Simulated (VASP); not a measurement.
PIr2, 3 atoms in the cell. Symmetry: Fm-3m, No. 225, cubic system. Conventional cell: a = 5.572 Å, b = 5.572 Å, c = 5.572 Å, α = 90.00°, β = 90.00°, γ = 90.00°. Within 3.2 Å of P (site symmetry m-3m) lie 8 Ir at 2.41 Å. Ir (site symmetry -43m) has 4 P at 2.41 Å and 6 Ir at 2.79 Å within 3.2 Å. 

* Program: VASP 6.6.1
* Task: single point
* Functional: LDA
* Potentials or basis: VASP PAW LDA potentials, release 64 (P, Ir)
* Cutoff: 520 eV
* k mesh: 11 × 11 × 11
* Occupations: fermi-dirac, width 0.05 eV
* Spin: no spin polarisation
* Dipole correction: no
* Further INCAR settings: ALGO = Normal; EDIFF = 1e-07; NBANDS = 18

Potentials or basis: VASP PAW LDA potentials, release 64 (P, Ir).

Run with:

```bash
$ cat potpaw_LDA.64/P/POTCAR potpaw_LDA.64/Ir/POTCAR > POTCAR
$ mpirun -np 1 vasp_std > vasp.out
```

Hardware: 1 thread of Intel(R) Xeon(R) Platinum 8488C (Sapphire Rapids) (shared host).

How long does it take, and how much memory?

Wall time 41 s on 1 thread of Intel(R) Xeon(R) Platinum 8488C (Sapphire Rapids), with other jobs on the host, peak memory 0.17 GiB. Counts: scf iterations 13, k points 56.
